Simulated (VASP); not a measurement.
In3P2:

```
In P
1.0
     3.25834    1.88121    5.93068
    -3.25834    1.88121    5.93068
     0.00000   -3.76241    5.93068
In P
6 4
Direct
  0.05625 0.44375 0.75000
  0.75000 0.05625 0.44375
  0.44375 0.75000 0.05625
  0.94375 0.55625 0.25000
  0.25000 0.94375 0.55625
  0.55625 0.25000 0.94375
  0.85218 0.85218 0.85218
  0.64782 0.64782 0.64782
  0.14782 0.14782 0.14782
  0.35218 0.35218 0.35218
```

| Quantity | Value |
| --- | --- |
| Program | VASP 6.6.1 |
| Task | relaxation of cell and atoms |
| Functional | PBE |
| Potentials or basis | VASP PAW PBE potentials, release 64 (In_d, P) |
| Cutoff | 600 eV |
| k mesh | 3 × 3 × 3 |
| Occupations | gaussian, width 0.1 eV |
| Spin | no spin polarisation |

At the start: pressure 12.9 GPa; volume 21.81 Å³/atom.

Task: How do energy, volume and symmetry change on relaxing?

Result: Over 12 steps the energy falls by 165.2 meV/atom and the volume is 26.47 Å³/atom (+21.4 %); space group R-3c (No. 167, to 0.1 Å) before and after.

The path:
```tsv
step	energy change (eV)	largest force (eV/Å)	pressure (GPa)	volume (Å³)
1	0.0000	0.1208	12.90	218.12
2	-1.5247	0.1914	-1.76	278.40
3	-1.5956	0.1831	0.11	265.02
4	-1.5959	0.1837	-0.05	266.02
5	-1.6090	0.1454	-0.04	266.13
6	-1.6254	0.1107	0.01	266.37
7	-1.6259	0.1412	0.02	266.41
8	-1.6317	0.1233	-0.03	266.62
9	-1.6439	0.0716	-0.16	267.24
10	-1.6470	0.0229	-0.47	268.45
11	-1.6491	0.0139	-0.34	267.98
12	-1.6516	0.0166	0.14	264.71
```

Final structure:
```
In P
1.0
     3.53069    2.03844    6.13002
    -3.53069    2.03844    6.13002
     0.00000   -4.07689    6.13002
In P
6 4
Direct
  0.04366 0.45634 0.75000
  0.75000 0.04366 0.45634
  0.45634 0.75000 0.04366
  0.95634 0.54366 0.25000
  0.25000 0.95634 0.54366
  0.54366 0.25000 0.95634
  0.85602 0.85602 0.85602
  0.64398 0.64398 0.64398
  0.14398 0.14398 0.14398
  0.35602 0.35602 0.35602
```

Caveat: the volume moved by over 15 % at a fixed basis, so the end points are rough.
